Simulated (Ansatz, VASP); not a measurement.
**Two plane-wave programs on Zr**

```
CELL_PARAMETERS angstrom
-1.76132 1.76132 1.76132
1.76132 -1.76132 1.76132
1.76132 1.76132 -1.76132
ATOMIC_POSITIONS crystal
Zr 0.00000 0.00000 0.00000
```

Alike in both runs: functional PBEsol; k mesh 15 × 15 × 15; occupations fermi-dirac, width 0.08 eV; no spin polarisation.

Ansatz relaxed the structure, and its values are those at the end. VASP's run is a single point on that final structure, the one shown.

|  | VASP | Ansatz |
| --- | --- | --- |
| version | VASP 6.6.1 | Ansatz 0.2.0 |
| potentials or method | VASP PAW PBE potentials, release 64 (Zr_sv) | PAW with Ansatz's default frozen-core files, scalar-relativistic |
| plane-wave cutoff (eV) | 520 | 420 |
| valence electrons in the cell | 12 | 12 |

Ansatz gave:

- pressure (GPa): 0.0

**Question.** Which values does VASP return?

**Answer.** Pressure (GPa): 0.1.

VASP's potentials were made for PBE, not for PBEsol.
